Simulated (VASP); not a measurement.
Set up this calculation in VASP 6.6.1, as the native input.

- Task: single point
- Functional: PBE
- Potentials or basis: VASP PAW PBE potentials, release 64 (Cu, O)
- Cutoff: 520 eV
- k mesh: 6 × 6 × 6
- Occupations: gaussian, width 0.1 eV
- Spin: collinear spin, ferromagnetic start
- Starting moments: [1.0, 1.0, 1.0, 0.0] μB
- Dipole correction: no
- Further INCAR settings: ALGO = Normal; EDIFF = 1e-07; NBANDS = 32

The structure of Cu3O lies in POSCAR:

```
Cu3O
1.0
    3.5679828200      0.0000000000      0.0000000000
    0.0000000000      3.5679828200      0.0000000000
    0.0000000000      0.0000000000      3.5679828200
Cu O
3 1
Direct
    0.0000000000      0.5000000000      0.5000000000
    0.5000000000      0.0000000000      0.5000000000
    0.5000000000      0.5000000000      0.0000000000
    0.0000000000      0.0000000000      0.0000000000
```

The input as run:

INCAR

```
PREC = Accurate
ENCUT = 520
EDIFF = 1E-7
ISMEAR = 0
SIGMA = 0.1
LREAL = False
LASPH = True
NELM = 150
ALGO = Normal
ISIF = 2
LWAVE = False
LCHARG = False
ISPIN = 2
MAGMOM = 1 1 1 0
LORBIT = 11
LMAXMIX = 4
GGA = PE
NBANDS = 32
```

KPOINTS

```
regular mesh
0
Gamma
  6 6 6
```

Potentials or basis: VASP PAW PBE potentials, release 64 (Cu, O).

Launch:

```bash
$ cat potpaw_PBE.64/Cu/POTCAR potpaw_PBE.64/O/POTCAR > POTCAR
$ mpirun -np 1 vasp_std > vasp.out
```

Results of the run:

```yaml
Pressure: -2.3 GPa
Net_moment: 0.00 μB per cell
Valence_electrons_inside_the_program's_atomic_spheres: Cu 9.91; O 4.76
```

Wall time 42 s on 1 thread of AMD EPYC 9R14 (Zen 4), on a shared host, peak memory 0.16 GiB.
